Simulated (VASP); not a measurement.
Write the native input for VASP 6.6.1 that does the following.

```
Task                   : single point
Functional             : PBE
Potentials or basis    : VASP PAW PBE potentials, release 64 (Sr_sv, Tm_3, Si), 4f in core
Cutoff                 : 500 eV
k mesh                 : 4 × 4 × 2
Occupations            : gaussian, width 0.1 eV
Spin                   : no spin polarisation
Dipole correction      : no
Mended                 : yes
Further INCAR settings : ALGO = Normal; EDIFF = 1e-06; NBANDS = 36
```

The structure of Sr4TmSi lies in POSCAR:

```
Sr4TmSi
1.0
    5.3681196114      0.0000000000      0.0000000000
    0.0000000000      5.3681196114      0.0000000000
    0.0000000000      0.0000000000      9.4574261728
Sr Tm Si
4 1 1
Direct
    0.5000000000      0.0000000000      0.8007748587
    0.0000000000      0.5000000000      0.1992251413
    0.5000000000      0.0000000000      0.1992251413
    0.0000000000      0.5000000000      0.8007748587
    0.5000000000      0.5000000000      0.5000000000
    0.0000000000      0.0000000000      0.0000000000
```

The cell was built from a structure type or drawn by symmetry, and may not be a known phase.

One way to write it, as run:

INCAR

```
PREC = Accurate
ENCUT = 500
EDIFF = 1E-6
ISMEAR = 0
SIGMA = 0.1
LREAL = False
LASPH = True
NELM = 200
ALGO = Normal
ISIF = 2
LWAVE = False
LCHARG = True
GGA = PE
LELF = True
LVHAR = True
NBANDS = 36
GGA_COMPAT = False
LMAXMIX = 6
```

KPOINTS

```
Automatic mesh
0
Gamma
  4 4 2
```

Potentials or basis: VASP PAW PBE potentials, release 64 (Sr_sv, Tm_3, Si), 4f in core.

The run is started by

```bash
$ cat potpaw_PBE.64/Sr_sv/POTCAR potpaw_PBE.64/Tm_3/POTCAR potpaw_PBE.64/Si/POTCAR > POTCAR
$ mpirun -np 1 vasp_std > vasp.out
```

It gave:

The pressure is -0.2 GPa and the largest force is 0.028 eV/Å. The band gap on the k mesh is zero (an odd number of electrons rules out a gap without spin polarisation).

Caveat: spin-orbit coupling is left out, which moves the levels of the heavy elements; the 4f electrons are frozen in the core, so they carry no moment and show no levels.

Run time: 120 s on 1 thread of Intel(R) Xeon(R) Platinum 8488C (Sapphire Rapids), with other jobs on the host, peak memory 0.38 GiB.
